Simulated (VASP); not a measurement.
A run of VASP 6.6.1 is set up as follows.

INCAR

```
SYSTEM = SnO2
PREC = Accurate
ENCUT = 520
EDIFF = 1E-6
ISMEAR = -1
SIGMA = 0.05
LREAL = .False.
LASPH = .True.
NELM = 60
ALGO = Normal
ISIF = 2
LWAVE = .False.
LCHARG = .False.
GGA = PE
NBANDS = 64
```

File KPOINTS:

```
Automatic mesh
0
Gamma
  5 5 5
  0 0 0
```

The input POSCAR:

```
SnO2
1.0
    5.1752560000      0.0000000000      0.0000000000
    0.0000000000      5.1752560000      0.0000000000
    0.0000000000      0.0000000000      5.1752560000
Sn O
4 8
Direct
    0.0000000000      0.0000000000      0.0000000000
    0.5000000000      0.0000000000      0.5000000000
    0.5000000000      0.5000000000      0.0000000000
    0.0000000000      0.5000000000      0.5000000000
    0.6610980000      0.8389020000      0.1610980000
    0.8389020000      0.1610980000      0.6610980000
    0.1610980000      0.6610980000      0.8389020000
    0.3389020000      0.3389020000      0.3389020000
    0.6610980000      0.6610980000      0.6610980000
    0.8389020000      0.3389020000      0.1610980000
    0.1610980000      0.8389020000      0.3389020000
    0.3389020000      0.1610980000      0.8389020000
```

Potentials or basis: VASP PAW PBE potentials, release 64 (Sn_d, O).

Command:

```bash
$ cat potpaw_PBE.64/Sn_d/POTCAR potpaw_PBE.64/O/POTCAR > POTCAR
$ mpirun -np 1 vasp_std > vasp.out
```

Task: Predict the pressure.

Result: 0.0 GPa.

Task: Estimate the largest force.

Result: 0.004 eV/Å.

Task: Estimate the band gap on the k mesh.

Result: 0.56 eV, indirect (least direct gap 0.62 eV).

Forces in eV/Å, atoms in the order of the input:
```
Sn   0.000  0.000  0.000
Sn   0.000  0.000  0.000
Sn   0.000  0.000  0.000
Sn   0.000  0.000  0.000
O   -0.002  0.002 -0.002
O    0.002 -0.002 -0.002
O   -0.002 -0.002  0.002
O    0.002  0.002  0.002
O   -0.002 -0.002 -0.002
O    0.002  0.002 -0.002
O   -0.002  0.002  0.002
O    0.002 -0.002  0.002
```

Caveat: spin-orbit coupling is left out, which moves the levels of the heavy elements. A k mesh can miss the band edges.
